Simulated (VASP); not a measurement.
BeTe:

```xyz
2
Lattice="0.0000 2.8286 2.8286 2.8286 0.0000 2.8286 2.8286 2.8286 0.0000" Properties=species:S:1:pos:R:3 pbc="T T T"
Be    0.0000    0.0000    0.0000
Te    1.4143    1.4143    1.4143
```

Base run:

```yaml
Program: VASP 6.6.1
Functional: HSE06
Potentials_or_basis: VASP PAW PBE potentials, release 64 (Be, Te)
Cutoff: 520 eV
k_mesh: 6 × 6 × 6
Occupations: gaussian, width 0.01 eV
Spin: no spin polarisation
```

Its results: band gap on the k mesh 2.67 eV (least direct gap 4.48 eV); pressure -0.9 GPa.

**Question.** The run is repeated on the same cell with these changes: functional from HSE06 to r2SCAN. What comes out?

**Answer.** Band gap on the k mesh 2.37 eV (least direct gap 4.03 eV); pressure 0.2 GPa.

Caveats: the PAW data sets were made with another functional, which shifts forces and pressure a little; spin-orbit coupling is left out, which moves the levels of the heavy elements.

A k mesh can miss the band edges.
